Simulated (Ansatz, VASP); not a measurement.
## Two plane-wave programs on Ta

INCAR

```
PREC = Accurate ; ENCUT = 520
EDIFF = 1E-6 ; ISMEAR = 0
SIGMA = 0.1 ; LREAL = F
LASPH = T ; NELM = 60
ALGO = Fast ; ISIF = 2
LWAVE = F ; LCHARG = T
GGA = PE ; LELF = T
LVHAR = T ; NBANDS = 54
```

File KPOINTS:

```
regular mesh
0
Gamma
  6 6 6
```

The input POSCAR:

```
Ta
1.0
   -3.3187896432     -3.3187896432      3.3187896432
   -3.3187896432      3.3187896432     -3.3187896432
    3.3187896432     -3.3187896432     -3.3187896432
Ta
8
Direct
    0.5000000000      0.5000000000      0.5000000000
    0.0000000000      0.5000000000      0.5000000000
    0.5000000000      0.0000000000      0.5000000000
    0.0000000000      0.0000000000      0.5000000000
    0.5000000000      0.5000000000      0.0000000000
    0.0000000000      0.5000000000      0.0000000000
    0.5000000000      0.0000000000      0.0000000000
    0.0000000000      0.0000000000      0.0000000000
```

Input for Ansatz:

```yaml
crystal:
  lattice:
    - [-3.3187896432, -3.3187896432, 3.3187896432]
    - [-3.3187896432, 3.3187896432, -3.3187896432]
    - [3.3187896432, -3.3187896432, -3.3187896432]
  atoms:
    - { symbol: Ta, position: [0.5, 0.5, 0.5] }
    - { symbol: Ta, position: [0.0, 0.5, 0.5] }
    - { symbol: Ta, position: [0.5, 0.0, 0.5] }
    - { symbol: Ta, position: [0.0, 0.0, 0.5] }
    - { symbol: Ta, position: [0.5, 0.5, 0.0] }
    - { symbol: Ta, position: [0.0, 0.5, 0.0] }
    - { symbol: Ta, position: [0.5, 0.0, 0.0] }
    - { symbol: Ta, position: [0.0, 0.0, 0.0] }
basis:
  ecutwfc: 420
  xc_grid: 2
kpoints:
  mp_grid: { grid: [6, 6, 6], shift: [0.0, 0.0, 0.0] }
hamiltonian:
  xc: pbe
scf:
  occupations: { method: gaussian, width: 0.1 }
output:
  forces: true
  stress: true
  eigenvalues: true
  write_density: true
  write_potential: true
  elf: true
  volumetric_format: npy
```

Alike in both runs: task single point; functional PBE; k mesh 6 × 6 × 6; occupations gaussian, width 0.1 eV; no spin polarisation.

|  | VASP | Ansatz |
| --- | --- | --- |
| version | VASP 6.6.1 | Ansatz 0.2.0 |
| potentials or method | VASP PAW PBE potentials, release 64 (Ta_pv), cutoff 520 eV | scalar-relativistic, plane waves, PAW |
| valence electrons in the cell | 88 | 104 |

|  | VASP | Ansatz | Ansatz less VASP |
| --- | --- | --- | --- |
| gap on the k mesh at the Fermi level (eV) | none | none | - |
| pressure (GPa) | -0.4 | -0.5 | -0.08 |

A gap of «none» marks a metal or a gap that the smearing closes. The functional is the same, so the differences come from potentials, cutoffs and numerics. VASP's potentials hold 88 valence electrons a cell and Ansatz's 104, so a difference there can come from the potentials and not from the codes.

Spin-orbit coupling is off throughout.
